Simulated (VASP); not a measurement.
# CsOs2 (F-43m) in VASP: notebook, part 2 of 2

VASP 6.6.1. The steps go on from the part before.

## (3) Relaxation of cell and atoms, PBE

Input file INCAR:

```
SYSTEM = CsOs2
  PREC = Accurate
  ENCUT = 600
  EDIFF = 1E-6
  ISMEAR = 0
  SIGMA = 0.1
  LREAL = .False.
  LASPH = .True.
  NELM = 100
  ALGO = Normal
  ISIF = 3
  LWAVE = .False.
  LCHARG = .False.
  GGA = PE
  IBRION = 2
  NSW = 100
  EDIFFG = -0.01
```

Input file KPOINTS:

```
regular mesh
0
Gamma
  12 12 12
  0 0 0
```

Input file POSCAR:

```
CsOs2
1.0
    0.0000000000      3.2515676592      3.2515676592
    3.2515676592      0.0000000000      3.2515676592
    3.2515676592      3.2515676592      0.0000000000
Cs Os
1 2
Direct
    0.0000000000      0.0000000000      0.0000000000
    0.7500000000      0.7500000000      0.7500000000
    0.5000000000      0.5000000000      0.5000000000
```

Potentials or basis: VASP PAW PBE potentials, release 64 (Cs_sv, Os).

On the command line:

```sh
> cat potpaw_PBE.64/Cs_sv/POTCAR potpaw_PBE.64/Os/POTCAR > POTCAR
> mpirun -np 1 vasp_std > vasp.out
```

OUTCAR:

```text
SYSTEM = CsOs2
   PREC = Accurate
   ENCUT = 600
   EDIFF = 1E-6
   ISMEAR = 0
   LREAL = .False.
   LASPH = .True.
   NELM = 100
   ISIF = 3
   GGA = PE
   IBRION = 2
   NSW = 100
   EDIFFG = -0.01

 ion  position               nearest neighbor table
   1  0.000  0.000  0.000-   2 2.82   2 2.82   2 2.82   2 2.82   3 3.25   3 3.25   3 3.25   3 3.25
                             3 3.25   3 3.25
   2  0.750  0.750  0.750-   3 2.82   3 2.82   3 2.82   1 2.82   3 2.82   1 2.82   1 2.82   1 2.82

   3  0.500  0.500  0.500-   2 2.82   2 2.82   2 2.82   2 2.82   1 3.25   1 3.25   1 3.25   1 3.25
                             1 3.25   1 3.25

  LATTYP: Found a face centered cubic cell.
 ALAT       =     6.5031353184

  Lattice vectors:

 A1 = (   0.0000000000,   3.2515676592,   3.2515676592)
 A2 = (   3.2515676592,   0.0000000000,   3.2515676592)
 A3 = (   3.2515676592,   3.2515676592,   0.0000000000)

Analysis of symmetry for initial positions (statically):
=====================================================================
 Subroutine PRICEL returns:
 Original cell was already a primitive cell.

 Routine SETGRP: Setting up the symmetry group for a
 face centered cubic supercell.

 Subroutine GETGRP returns: Found 24 space group operations
 (whereof 24 operations were pure point group operations)
 out of a pool of 48 trial point group operations.

The static configuration has the point symmetry T_d .

Analysis of symmetry for dynamics (positions and initial velocities):
=====================================================================
 Subroutine PRICEL returns:
 Original cell was already a primitive cell.

 Routine SETGRP: Setting up the symmetry group for a
 face centered cubic supercell.

 Subroutine GETGRP returns: Found 24 space group operations
 (whereof 24 operations were pure point group operations)
 out of a pool of 48 trial point group operations.

[... 130 lines left out ...]
   IVDW    =     0    specifies the selected vdW correction
   LEPSILON=     F    determine dielectric tensor
   LRPA    =     F    only Hartree local field effects (RPA)
 conjugate gradient relaxation of ions
 non-spin polarized calculation
 Gauss-broadening in eV      SIGMA  =   0.10
  energy-cutoff  :      600.00
  volume of cell :       68.76
 maximum number of plane-waves:      2313
 NGX is ok and might be reduce to    40
   NGX = 19   NGY = 19   NGZ = 19

--------------------------------------- Ionic step        1  -------------------------------------------

 number of electron      25.0000000 magnetization

 Free energy of the ion-electron system (eV)
  ---------------------------------------------------
  ext. energy  EPLUGINS =         0.00000000
  ---------------------------------------------------
  free energy    TOTEN  =       -15.79693229 eV

  energy without entropy =      -15.77676377  energy(sigma->0) =      -15.78684803

------------------------ aborting loop because EDIFF is reached ----------------------------------------

  FORCE on cell =-STRESS in cart. coord.  units (eV):
  Direction    XX          YY          ZZ          XY          YZ          ZX
  --------------------------------------------------------------------------------------
  -------------------------------------------------------------------------------------
  Total        0.6124346      0.6124346      0.6124346     -0.0000000     -0.0000000      0.0000000
  in kB       14.2712461     14.2712461     14.2712461     -0.0000000     -0.0000000      0.0000000
  external PRESSURE =      14.2712461 kB  Pullay stress =       0.0000000 kB
[... 61 lines left out ...]
--------------------------------------- Ionic step        3  -------------------------------------------

 number of electron      25.0000001 magnetization

 Free energy of the ion-electron system (eV)
  ---------------------------------------------------
  ext. energy  EPLUGINS =         0.00000000
  ---------------------------------------------------
  free energy    TOTEN  =       -15.80125911 eV

  energy without entropy =      -15.78096528  energy(sigma->0) =      -15.79111219

 E-fermi :   5.0473     XC(G=0): -11.0995

 val. band max:        5.0426697659   @ k =  -0.4167   0.5000   0.0833
 cond. band min:       5.0537667664   @ k =   0.3333   0.0833   0.0000
 fundamental gap:      0.0110970005
 Fermi energy:         5.0473062236

 k-point     1 :       0.0000    0.0000    0.0000
  band No.  band energies     occupation
      1     -17.0331      2.00000
      2      -4.2759      2.00000
      3      -4.2759      2.00000
      4      -4.2759      2.00000
      5      -0.1674      2.00000
      6       1.3183      2.00000
[... 433 lines left out ...]
      3      -4.4927      2.00000
      4      -4.3928      2.00000
      5       1.3210      2.00000
      6       1.8153      2.00000
[... 8 lines left out ...]
     15       5.3538      0.00001
     16       6.4485      0.00000

 [... further k-points ...]

------------------------ aborting loop because EDIFF is reached ----------------------------------------

  FORCE on cell =-STRESS in cart. coord.  units (eV):
  Direction    XX          YY          ZZ          XY          YZ          ZX
  --------------------------------------------------------------------------------------
  -------------------------------------------------------------------------------------
  Total       -0.0008106     -0.0008106     -0.0008106     -0.0000000      0.0000000      0.0000000
  in kB       -0.0186194     -0.0186194     -0.0186194     -0.0000000      0.0000000      0.0000000
  external PRESSURE =      -0.0186194 kB  Pullay stress =       0.0000000 kB
[... 18 lines left out ...]
  FREE ENERGIE OF THE ION-ELECTRON SYSTEM (eV)
  ---------------------------------------------------
  free  energy   TOTEN  =       -15.8012591090 eV

  energy  without entropy=      -15.7809652803  energy(sigma->0) =      -15.79111219

 reached required accuracy - stopping structural energy minimisation
```

Run time: 2.3 min. Hardware: 1 thread of Intel Xeon 6975P-C (Granite Rapids), shared host; peak memory 0.31 GiB.

What came out:

* Free energy: -15.8013 eV
* Relaxed volume: 23.25 Å³/atom
* Relaxed cell: a = 4.620 Å, b = 4.620 Å, c = 4.620 Å, α = 60.00°, β = 60.00°, γ = 60.00°
* Space group after relaxing (to 0.1 Å): F-43m (No. 216)
* Energy gained by relaxing: 1.4 meV/atom
* Ionic steps: 3
* Pressure after relaxing: 0.0 GPa
* Band gap on the k mesh: zero (an odd number of electrons rules out a gap without spin polarisation)

The path:
```csv
step,energy change (eV),largest force (eV/Å),pressure (GPa),volume (Å³)
1,0.0000,0.0000,1.43,68.76
2,0.0003,0.0000,-1.40,70.81
3,-0.0043,0.0000,0.00,69.75
```

Final structure:
```xyz
3
Lattice="0.0000 3.2671 3.2671 3.2671 0.0000 3.2671 3.2671 3.2671 0.0000" Properties=species:S:1:pos:R:3 pbc="T T T"
Cs    0.0000    0.0000    0.0000
Os    4.9007    4.9007    4.9007
Os    3.2671    3.2671    3.2671
```

Levels at points of the mesh, in eV from the Fermi level:
| k point | band 8 | band 9 | band 10 | band 11 | band 12 | band 13 | band 14 | band 15 | band 16 |
| --- | --- | --- | --- | --- | --- | --- | --- | --- | --- |
| (0.00, 0.00, 0.00) | -2.56 | -2.56 | -2.56 | -0.79 | -0.79 | -0.79 | 0.34 | 0.34 | 4.95 |
| (0.50, 0.00, 0.00) | -2.30 | -2.19 | -2.19 | -1.10 | -0.62 | -0.62 | 0.04 | 0.04 | 1.43 |
| (0.50, 0.50, 0.00) | -3.02 | -1.92 | -1.90 | -1.78 | -0.72 | -0.03 | -0.03 | 0.98 | 1.95 |

Caveat: spin-orbit coupling is left out, which moves the levels of the heavy elements.

## (4) Single point, PBE, collinear spin

Input file INCAR:

```
PREC     = Accurate       # precision mode
ENCUT    = 520            # plane-wave cutoff, eV
EDIFF    = 1E-6           # SCF threshold, eV
ISMEAR   = 0              # smearing method
SIGMA    = 0.1            # smearing width, eV
LREAL    = F              # projectors in reciprocal space
LASPH    = T              # aspherical terms in the spheres
NELM     = 150            # most SCF steps
ALGO     = Normal         # electronic algorithm
ISIF     = 2              # what is computed and relaxed
LWAVE    = F              # write WAVECAR
LCHARG   = F              # write CHGCAR
ISPIN    = 2              # spin polarisation
MAGMOM   = 0 1 1          # initial moments
LORBIT   = 11             # projections on sites
LMAXMIX  = 4              # l up to which the mixer works
GGA      = PE             # functional
NBANDS   = 24             # bands
```

Input file KPOINTS:

```
Automatic mesh
0
Gamma
  4 4 4
```

POSCAR is that of step 3.

On the command line:

```sh
> cat potpaw_PBE.64/Cs_sv/POTCAR potpaw_PBE.64/Os/POTCAR > POTCAR
> mpirun -np 1 vasp_std > vasp.out
```

Wall time 20 s (1 thread of Intel Xeon 6975P-C (Granite Rapids), shared host); peak memory 0.24 GiB.

Results (log left out):

- Free energy: -15.8229 eV
- Pressure: 1.5 GPa
- Net moment: 0.00 μB per cell
- Valence electrons inside the program's atomic spheres: Cs 6.70; Os 7.02, 6.85

Levels at points of the mesh, in eV from the Fermi level:
Spin up:
| k point | band 10 | band 11 | band 12 | band 13 | band 14 | band 15 | band 16 | band 17 |
| --- | --- | --- | --- | --- | --- | --- | --- | --- |
| (0.00, 0.00, 0.00) | -2.61 | -0.80 | -0.80 | -0.80 | 0.34 | 0.34 | 4.99 | 4.99 |
| (0.50, 0.00, 0.00) | -2.24 | -1.13 | -0.64 | -0.64 | 0.04 | 0.04 | 1.48 | 3.19 |
| (0.50, 0.50, 0.00) | -1.94 | -1.83 | -0.71 | -0.04 | -0.04 | 1.00 | 2.01 | 4.46 |
Spin down:
| k point | band 11 | band 12 | band 13 | band 14 | band 15 | band 16 |
| --- | --- | --- | --- | --- | --- | --- |
| (0.00, 0.00, 0.00) | -0.80 | -0.80 | -0.80 | 0.34 | 0.34 | 4.99 |
| (0.50, 0.00, 0.00) | -1.13 | -0.64 | -0.64 | 0.04 | 0.04 | 1.48 |
| (0.50, 0.50, 0.00) | -1.83 | -0.71 | -0.04 | -0.04 | 1.00 | 2.01 |

Caveat: the k points lie up to 0.42 Å⁻¹ apart; spin-orbit coupling is left out, which moves the levels of the heavy elements.

## (5) The runs side by side

| task | spin | cell | k mesh | cutoff (eV) | gap on the mesh (eV) | pressure (GPa) |
| --- | --- | --- | --- | --- | --- | --- |
| single point | off | a = 4.597 Å, angles 60.0°, 3 atoms | 12 × 12 × 12 | 520 | none | 1.5 |
| relaxation of cell and atoms | off | relaxed from a = 4.598 Å, angles 60.0°, 3 atoms | 12 × 12 × 12 | 600 | none | 0.0 |
| single point | collinear | a = 4.598 Å, angles 60.0°, 3 atoms | 4 × 4 × 4 | 520 | none | 1.5 |

Alike in all rows: level PBE; potentials or basis VASP PAW PBE potentials, release 64 (Cs_sv, Os); smearing gaussian 0.1 eV.

Caveats: some runs use coarse meshes; spin-orbit coupling is left out, which moves the levels of the heavy elements.

Total energies depend on the potentials used, so only differences within one code and one set of settings carry meaning.
